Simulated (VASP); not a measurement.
# CdSe in VASP: notebook

The runs below take CdSe through single point, with LDA.

Everything below comes from runs of VASP 6.6.1. Logs are shortened: lines on timing, memory, paths and dates and some standing lists are left out, and cuts for length are marked.

### 1 The cell of the first run

Symmetry: F-43m, No. 216, cubic system. Conventional cell: a = 6.008 Å, b = 6.008 Å, c = 6.008 Å, α = 90.00°, β = 90.00°, γ = 90.00°. Cd (site symmetry -43m) has 4 Se at 2.60 Å within 3.4 Å. Se (site symmetry -43m) has 4 Cd at 2.60 Å within 3.4 Å.

### 2 Single point, LDA

INCAR reads:

```
PREC = Accurate ; ENCUT = 520
EDIFF = 1E-7 ; ISMEAR = 0
SIGMA = 0.01 ; LREAL = F
LASPH = T ; NELM = 100
ALGO = Normal ; ISIF = 2
LWAVE = F ; LCHARG = F
NBANDS = 16
```

KPOINTS reads:

```
Automatic mesh
0
Gamma
  6 6 6
```

POSCAR reads:

```
CdSe
1.0
    3.0039936764      3.0039936764      0.0000000000
   -3.0039936764      3.0039936764      0.0000000000
    0.0000000000      3.0039936764      3.0039936764
Cd Se
1 1
Direct
    0.0000000000      0.0000000000      0.0000000000
    0.7500000000      0.2500000000      0.5000000000
```

Potentials or basis: VASP PAW LDA potentials, release 64 (Cd, Se).

Started as:

```bash
$ cat potpaw_LDA.64/Cd/POTCAR potpaw_LDA.64/Se/POTCAR > POTCAR
$ mpirun -np 1 vasp_std > vasp.out
```

OUTCAR:

```text
PREC = Accurate
   ENCUT = 520
   EDIFF = 1E-7
   ISMEAR = 0
   LREAL = F
   LASPH = T
   NELM = 100
   ISIF = 2

 ion  position               nearest neighbor table
   1  0.000  0.000  0.000-   2 2.60   2 2.60   2 2.60   2 2.60
   2  0.750  0.250  0.500-   1 2.60   1 2.60   1 2.60   1 2.60

  LATTYP: Found a face centered cubic cell.
 ALAT       =     6.0079873528

  Lattice vectors:

 A1 = (   0.0000000000,   3.0039936764,   3.0039936764)
 A2 = (   3.0039936764,   0.0000000000,   3.0039936764)
 A3 = (   3.0039936764,   3.0039936764,   0.0000000000)

Analysis of symmetry for initial positions (statically):
=====================================================================
 Subroutine PRICEL returns:
 Original cell was already a primitive cell.

 Routine SETGRP: Setting up the symmetry group for a
 face centered cubic supercell.

 Subroutine GETGRP returns: Found 24 space group operations
 (whereof 24 operations were pure point group operations)
 out of a pool of 48 trial point group operations.

The static configuration has the point symmetry T_d .

Analysis of symmetry for dynamics (positions and initial velocities):
=====================================================================
 Subroutine PRICEL returns:
 Original cell was already a primitive cell.

 Routine SETGRP: Setting up the symmetry group for a
 face centered cubic supercell.

 Subroutine GETGRP returns: Found 24 space group operations
 (whereof 24 operations were pure point group operations)
 out of a pool of 48 trial point group operations.

The dynamic configuration has the point symmetry T_d .

 Subroutine INISYM returns: Found 24 space group operations
 (whereof 24 operations are pure point group operations),
 and found     1 'primitive' translations

----------------------------------------------------------------------------------------

                                     Primitive cell

  volume of cell :      54.2159

  direct lattice vectors                    reciprocal lattice vectors
     3.003993676  3.003993676  0.000000000     0.166445091  0.166445091 -0.166445091
    -3.003993676  3.003993676  0.000000000    -0.166445091  0.166445091 -0.166445091
     0.000000000  3.003993676  3.003993676     0.000000000  0.000000000  0.332890181

  length of vectors
     4.248288598  4.248288598  4.248288598     0.288291354  0.288291354  0.332890181

  position of ions in fractional coordinates (direct lattice)
     0.000000000  0.000000000  0.000000000
     0.750000000  0.250000000  0.500000000

  ion indices of the primitive-cell ions
   primitive index   ion index
                 1           1
                 2           2

----------------------------------------------------------------------------------------

 KPOINTS: Automatic mesh

Automatic generation of k-mesh.
 Grid dimensions read from file:
 generate k-points for:    6    6    6

 Generating k-lattice:

  Cartesian coordinates                     Fractional coordinates (reciprocal lattice)
     0.027740848  0.027740848 -0.027740848     0.166666667  0.000000000  0.000000000
    -0.027740848  0.027740848 -0.027740848     0.000000000  0.166666667  0.000000000
     0.000000000  0.000000000  0.055481697     0.000000000  0.000000000  0.166666667

  Length of vectors
     0.048048559  0.048048559  0.055481697

  Shift w.r.t. Gamma in fractional coordinates (k-lattice)
     0.000000000  0.000000000  0.000000000

 Subroutine IBZKPT returns following result:
 ===========================================

 Found     16 irreducible k-points:

 Following reciprocal coordinates:
            Coordinates               Weight
  0.000000  0.000000  0.000000      1.000000
  0.166667  0.000000  0.000000      8.000000
  0.333333  0.000000  0.000000      8.000000
  0.500000  0.000000  0.000000      4.000000
  0.166667  0.166667  0.000000     12.000000
  0.333333  0.166667  0.000000     24.000000
[... 8 lines left out ...]
  0.500000  0.333333  0.166667     24.000000
  0.500000  0.500000  0.166667     12.000000
   k-points           NKPTS =     16   k-points in BZ     NKDIM =     16   number of bands    NBANDS=     16
   number of dos      NEDOS =    301   number of ions     NIONS =      2
   total plane-waves  NPLWV =  32768
   dimension x,y,z NGX =    32 NGY =   32 NGZ =   32
   dimension x,y,z NGXF=    64 NGYF=   64 NGZF=   64
   ions per type =               1   1
   NGX,Y,Z   is equivalent  to a cutoff of  12.52, 12.52, 12.52 a.u.
   NGXF,Y,Z  is equivalent  to a cutoff of  25.04, 25.04, 25.04 a.u.
 SYSTEM =  unknown system
   PREC   = accura    normal or accurate (medium, high low for compatibility)
   ISTART =      0    job   : 0-new  1-cont  2-samecut
   ICHARG =      2    charge: 1-file 2-atom 10-const
   ISPIN  =      1    spin polarized calculation?
   LNONCOLLINEAR =      F non collinear calculations
   LSORBIT =      F    spin-orbit coupling
   LASPH  =      T    aspherical Exc in radial PAW
   ENCUT  =  520.0 eV  38.22 Ry    6.18 a.u.   7.90  7.90  7.90*2*pi/ulx,y,z
   NELM   =    100;   NELMIN=  2; NELMDL= -5     # of ELM steps
   EDIFF  = 0.1E-06   stopping-criterion for ELM
   LREAL  =      F    real-space projection
   EDIFFG = 0.1E-05   stopping-criterion for IOM
   NSW    =      0    number of steps for IOM
   IBRION =     -1    ionic relax: 0-MD 1-quasi-New 2-CG
   NFREE  =      0    steps in history (QN), initial steepest desc. (CG)
   ISIF   =      2    stress and relaxation
   ISYM   =      2    0-nonsym 1-usesym 2-fastsym
   POTIM  = 0.5000    time-step for ionic-motion
   TEBEG  =    0.0;   TEEND  =   0.0 temperature during run
   PSTRESS=    0.0 pullay stress
   NELECT =      18.0000    total number of electrons
   NUPDOWN=      -1.0000    fix difference up-down
   EMIN   =  10.00;   EMAX   =-10.00  energy-range for DOS
   EFERMI =   0.00;   METHOD = LEGACY
   ISMEAR =     0;   SIGMA  =   0.01  broadening in eV -4-tet -1-fermi 0-gaus
   EFERMI_NEDOS =   21; number of points for ismear=-14 and -15
   IALGO  =     38    algorithm
   IMIX   =      4    mixing-type and parameters
     AMIX     =   0.40;   BMIX     =  1.00
     AMIX_MAG =   1.60;   BMIX_MAG =  1.00
  volume/ion in A,a.u.               =      27.11       182.93
  Fermi-wavevector in a.u.,A,eV,Ry     =   1.133592  2.142178 17.483896  1.285030
  Thomas-Fermi vector in A             =   2.270295
   LORBIT       =      0    0 simple, 1 ext, 2 COOP (PROOUT), +10 PAW based schemes
   GGA     = CA    functional components
   LHFCALC =     F    Hartree Fock is set to
   AEXX    =    0.0000 exact exchange contribution
   IVDW    =     0    specifies the selected vdW correction
   LEPSILON=     F    determine dielectric tensor
   LRPA    =     F    only Hartree local field effects (RPA)
 non-spin polarized calculation
 Gauss-broadening in eV      SIGMA  =   0.01
  energy-cutoff  :      520.00
  volume of cell :       54.22
 maximum number of plane-waves:      1476
   NGX = 15   NGY = 15   NGZ = 15

 number of electron      17.9999994 magnetization

 Free energy of the ion-electron system (eV)
  ---------------------------------------------------
  ext. energy  EPLUGINS =         0.00000000
  ---------------------------------------------------
  free energy    TOTEN  =        -6.75632770 eV

  energy without entropy =       -6.75632770  energy(sigma->0) =       -6.75632770

 E-fermi :   1.2203     XC(G=0):  -9.4534

 val. band max:        1.1255338446   @ k =   0.0000   0.0000   0.0000
 cond. band min:       1.5608306503   @ k =   0.0000   0.0000   0.0000
 fundamental gap:      0.4352968057
 Fermi energy:         1.2202980992

 k-point     1 :       0.0000    0.0000    0.0000
  band No.  band energies     occupation
      1     -11.7361      2.00000
      2      -6.9672      2.00000
      3      -6.9672      2.00000
      4      -6.9672      2.00000
      5      -6.5467      2.00000
      6      -6.5467      2.00000
[... 8 lines left out ...]
     15      12.3000      0.00000
     16      12.3000      0.00000

 k-point     2 :       0.1667    0.0000    0.0000
  band No.  band energies     occupation
      1     -11.6342      2.00000
      2      -6.9349      2.00000
      3      -6.9349      2.00000
      4      -6.8778      2.00000
      5      -6.5480      2.00000
      6      -6.5480      2.00000
[... 8 lines left out ...]
     15      11.2153      0.00000
     16      11.4784      0.00000

 k-point     3 :       0.3333    0.0000    0.0000
  band No.  band energies     occupation
      1     -11.4265      2.00000
      2      -6.8815      2.00000
      3      -6.8815      2.00000
      4      -6.5523      2.00000
      5      -6.5360      2.00000
      6      -6.5360      2.00000
[... 8 lines left out ...]
     15      11.6678      0.00000
     16      11.6678      0.00000

 k-point     4 :       0.5000    0.0000    0.0000
  band No.  band energies     occupation
      1     -11.3216      2.00000
      2      -6.8626      2.00000
      3      -6.8626      2.00000
      4      -6.5204      2.00000
      5      -6.5204      2.00000
      6      -6.2254      2.00000
[... 8 lines left out ...]
     15      13.3111      0.00000
     16      13.3111      0.00000
[... 172 lines left out ...]
 k-point    14 :       0.3333    0.3333    0.1667
  band No.  band energies     occupation
      1     -11.2924      2.00000
      2      -6.8049      2.00000
      3      -6.7971      2.00000
      4      -6.6300      2.00000
      5      -6.5178      2.00000
      6      -6.2963      2.00000
[... 8 lines left out ...]
     15      13.2897      0.00000
     16      14.3317      0.00000

 k-point    15 :       0.5000    0.3333    0.1667
  band No.  band energies     occupation
      1     -11.2250      2.00000
      2      -6.7993      2.00000
      3      -6.7658      2.00000
      4      -6.5852      2.00000
      5      -6.5360      2.00000
      6      -6.0729      2.00000
[... 8 lines left out ...]
     15      13.0013      0.00000
     16      14.2660      0.00000

 k-point    16 :       0.5000    0.5000    0.1667
  band No.  band energies     occupation
      1     -11.1922      2.00000
      2      -6.7656      2.00000
      3      -6.7347      2.00000
      4      -6.6202      2.00000
      5      -6.5167      2.00000
      6      -6.0438      2.00000
[... 8 lines left out ...]
     15      13.9446      0.00000
     16      14.1944      0.00000

------------------------ aborting loop because EDIFF is reached ----------------------------------------

  FORCE on cell =-STRESS in cart. coord.  units (eV):
  Direction    XX          YY          ZZ          XY          YZ          ZX
  --------------------------------------------------------------------------------------
  -------------------------------------------------------------------------------------
  Total        0.1675120      0.1675120      0.1675120      0.0000000     -0.0000000      0.0000000
  in kB        4.9502759      4.9502759      4.9502759      0.0000000     -0.0000000      0.0000000
  external PRESSURE =       4.9502759 kB  Pullay stress =       0.0000000 kB

 VOLUME and BASIS-vectors are now :
 -----------------------------------------------------------------------------
  energy-cutoff  :      520.00
  volume of cell :       54.22
      direct lattice vectors                 reciprocal lattice vectors
     3.003993676  3.003993676  0.000000000     0.166445091  0.166445091 -0.166445091
    -3.003993676  3.003993676  0.000000000    -0.166445091  0.166445091 -0.166445091
     0.000000000  3.003993676  3.003993676     0.000000000  0.000000000  0.332890181

 POSITION                                       TOTAL-FORCE (eV/Angst)
 -----------------------------------------------------------------------------------
      0.00000      0.00000      0.00000        -0.000000      0.000000      0.000000
      1.50200      4.50599      1.50200         0.000000     -0.000000      0.000000
 -----------------------------------------------------------------------------------
    total drift:                                0.000000     -0.000000      0.000000

  FREE ENERGIE OF THE ION-ELECTRON SYSTEM (eV)
  ---------------------------------------------------
  free  energy   TOTEN  =        -6.7563277027 eV

  energy  without entropy=       -6.7563277027  energy(sigma->0) =       -6.75632770
```

Run time: 4.7 s. Hardware: 1 thread of Intel Xeon 6975P-C (Granite Rapids), shared host; peak memory 0.15 GiB.

Results:

```yaml
Free_energy: -6.7563 eV
Pressure: 0.5 GPa
Band_gap_on_the_k_mesh: 0.44 eV, direct
```

Levels at points of the mesh, in eV from the valence-band top:
| k point | band 7 | band 8 | band 9 | band 10 | band 11 | band 12 |
| --- | --- | --- | --- | --- | --- | --- |
| (0.00, 0.00, 0.00) | 0.00 | 0.00 | 0.00 | 0.44 | 5.79 | 5.79 |
| (0.50, 0.00, 0.00) | -4.71 | -0.82 | -0.82 | 2.24 | 6.32 | 6.32 |
| (0.50, 0.50, 0.00) | -4.34 | -2.02 | -2.02 | 2.86 | 3.64 | 9.06 |

As with any semilocal functional, this LDA gap is likely too small.

### 3 Single point, LDA

INCAR reads:

```
SYSTEM = CdSe
  ALGO = Normal
  EDIFF = 1E-7
  ENCUT = 520
  ISIF = 2
  ISMEAR = 0
  LASPH = .True.
  LCHARG = .True.
  LELF = .True.
  LREAL = .False.
  LVHAR = .True.
  LWAVE = .False.
  NBANDS = 16
  NELM = 100
  PREC = Accurate
  SIGMA = 0.01
```

KPOINTS reads:

```
k-points
0
Gamma
  6 6 6
  0 0 0
```

POSCAR is that of step 2.

Potentials or basis: VASP PAW LDA potentials, release 64 (Cd, Se).

Started as:

```bash
$ cat potpaw_LDA.64/Cd/POTCAR potpaw_LDA.64/Se/POTCAR > POTCAR
$ mpirun -np 1 vasp_std > vasp.out
```

It took 5.1 s on 1 thread of Intel Xeon 6975P-C (Granite Rapids), shared host; peak memory 0.15 GiB.

Results (log left out):

* Free energy: -6.7563 eV
* Pressure: 0.5 GPa
* Band gap on the k mesh: 0.44 eV, direct

Levels at points of the mesh, in eV from the valence-band top:
```csv
k point,band 5,band 6,band 7,band 8,band 9,band 10,band 11,band 12,band 13,band 14
"(0.00, 0.00, 0.00)",-7.67,-7.67,0.00,0.00,0.00,0.44,5.79,5.79,5.79,9.64
"(0.50, 0.00, 0.00)",-7.65,-7.35,-4.71,-0.82,-0.82,2.24,6.32,6.32,7.29,9.90
"(0.50, 0.50, 0.00)",-7.61,-7.28,-4.34,-2.02,-2.02,2.86,3.64,9.06,10.24,10.24
```

### 4 Single point, LDA (in-plane strain -0.02, then relaxed in part)

INCAR reads:

```
SYSTEM = CdSe
PREC = Accurate
ENCUT = 520
EDIFF = 1E-6
ISMEAR = 0
SIGMA = 0.01
LREAL = .False.
LASPH = .True.
NELM = 100
ALGO = Normal
ISIF = 2
LWAVE = .False.
LCHARG = .True.
LELF = .True.
LVHAR = .True.
NBANDS = 16
```

KPOINTS reads:

```
regular mesh
0
Gamma
  6 6 6
  0 0 0
```

POSCAR reads:

```
CdSe
1.0
    2.9439138029      2.9439138029      0.0000000000
   -2.9439138029      2.9439138029      0.0000000000
    0.0000000000      2.9439138029      3.0905083286
Cd Se
1 1
Direct
    0.0000000000      0.0000000000      0.0000000000
    0.7500000000      0.2500000000      0.5000000000
```

Potentials or basis: VASP PAW LDA potentials, release 64 (Cd, Se).

Started as:

```bash
$ cat potpaw_LDA.64/Cd/POTCAR potpaw_LDA.64/Se/POTCAR > POTCAR
$ mpirun -np 1 vasp_std > vasp.out
```

OUTCAR:

```text
SYSTEM = CdSe
   PREC = Accurate
   ENCUT = 520
   EDIFF = 1E-6
   ISMEAR = 0
   LREAL = .False.
   LASPH = .True.
   NELM = 100
   ISIF = 2

 ion  position               nearest neighbor table
   1  0.000  0.000  0.000-   2 2.59   2 2.59   2 2.59   2 2.59
   2  0.750  0.250  0.500-   1 2.59   1 2.59   1 2.59   1 2.59

  LATTYP: Found a body centered tetragonal cell.
 ALAT       =     4.1633228265
 C/A-ratio  =     1.4846354498

  Lattice vectors:

 A1 = (   2.9439138029,   0.0000000000,  -3.0905083286)
 A2 = (  -2.9439138029,   0.0000000000,  -3.0905083286)
 A3 = (   0.0000000000,   2.9439138029,   3.0905083286)

Analysis of symmetry for initial positions (statically):
=====================================================================
 Subroutine PRICEL returns:
 Original cell was already a primitive cell.

 Routine SETGRP: Setting up the symmetry group for a
 body centered tetragonal supercell.

 Subroutine GETGRP returns: Found  8 space group operations
 (whereof  8 operations were pure point group operations)
 out of a pool of 16 trial point group operations.

The static configuration has the point symmetry D_2d.

Analysis of symmetry for dynamics (positions and initial velocities):
=====================================================================
 Subroutine PRICEL returns:
[... 155 lines left out ...]
  energy without entropy =       -6.74787640  energy(sigma->0) =       -6.74787640

 E-fermi :   1.3825     XC(G=0):  -9.5091

 val. band max:        1.2844268436   @ k =   0.0000   0.0000   0.0000
 cond. band min:       1.6808299235   @ k =   0.0000   0.0000   0.0000
 fundamental gap:      0.3964030799
 Fermi energy:         1.3824609644

 k-point     1 :       0.0000    0.0000    0.0000
  band No.  band energies     occupation
      1     -11.7015      2.00000
      2      -6.9250      2.00000
      3      -6.9007      2.00000
      4      -6.9007      2.00000
      5      -6.4873      2.00000
      6      -6.4674      2.00000
[... 433 lines left out ...]
      3      -6.6974      2.00000
      4      -6.5176      2.00000
      5      -6.4644      2.00000
      6      -5.9969      2.00000
[... 8 lines left out ...]
     15      13.1206      0.00000
     16      14.1930      0.00000

 [... further k-points ...]
[... 5 lines left out ...]
  --------------------------------------------------------------------------------------
  -------------------------------------------------------------------------------------
  Total        0.4986585      0.4986585      0.1802345      0.0000000      0.0000000      0.0000000
  in kB       14.9143280     14.9143280      5.3906169      0.0000000      0.0000000      0.0000000
  external PRESSURE =      11.7397576 kB  Pullay stress =       0.0000000 kB

 VOLUME and BASIS-vectors are now :
 -----------------------------------------------------------------------------
  energy-cutoff  :      520.00
  volume of cell :       53.57
      direct lattice vectors                 reciprocal lattice vectors
     2.943913803  2.943913803  0.000000000     0.169841929  0.169841929 -0.161785683
    -2.943913803  2.943913803  0.000000000    -0.169841929  0.169841929 -0.161785683
     0.000000000  2.943913803  3.090508329     0.000000000  0.000000000  0.323571366

 POSITION                                       TOTAL-FORCE (eV/Angst)
 -----------------------------------------------------------------------------------
      0.00000      0.00000      0.00000         0.000000     -0.000000      0.000000
      1.47196      4.41587      1.54525        -0.000000      0.000000      0.000000
 -----------------------------------------------------------------------------------
    total drift:                                0.000000     -0.000000     -0.000000

  FREE ENERGIE OF THE ION-ELECTRON SYSTEM (eV)
  ---------------------------------------------------
  free  energy   TOTEN  =        -6.7478764009 eV

  energy  without entropy=       -6.7478764009  energy(sigma->0) =       -6.74787640
```

stdout:

```text
POSCAR found type information on POSCAR CdSe
 POSCAR found :  2 types and       2 ions
 scaLAPACK will be used
 LDA part: xc-table for (Slater(with rela. corr.)+CA(PZ))
 , standard interpolation
 POSCAR, INCAR and KPOINTS ok, starting setup
 FFT: planning ... GRIDC
 FFT: planning ... GRID_SOFT
 FFT: planning ... GRID
 WAVECAR not read
 entering main loop
```

Run time: 7.5 s. Hardware: 1 thread of Intel Xeon 6975P-C (Granite Rapids), shared host; peak memory 0.16 GiB.

What came out:

```yaml
Free_energy: -6.7479 eV
Pressure: 1.2 GPa
Band_gap_on_the_k_mesh: 0.40 eV, direct
```

Stress tensor (GPa, compression positive):
```
1.49 0.00 0.00
0.00 1.49 0.00
0.00 0.00 0.54
```

Levels at points of the mesh, in eV from the valence-band top:
| k point | band 7 | band 8 | band 9 | band 10 | band 11 | band 12 |
| --- | --- | --- | --- | --- | --- | --- |
| (0.00, 0.00, 0.00) | -0.18 | 0.00 | 0.00 | 0.40 | 5.75 | 5.75 |
| (0.50, 0.00, 0.00) | -4.83 | -1.01 | -0.77 | 2.17 | 6.12 | 6.46 |
| (0.50, 0.50, 0.00) | -4.34 | -2.22 | -2.14 | 2.73 | 3.45 | 9.21 |
| (0.00, 0.00, 0.50) | -4.64 | -1.97 | -1.97 | 2.91 | 3.87 | 8.75 |

Caveat: the cell differs from its parent crystal (in-plane strain -0.02, then relaxed in part).
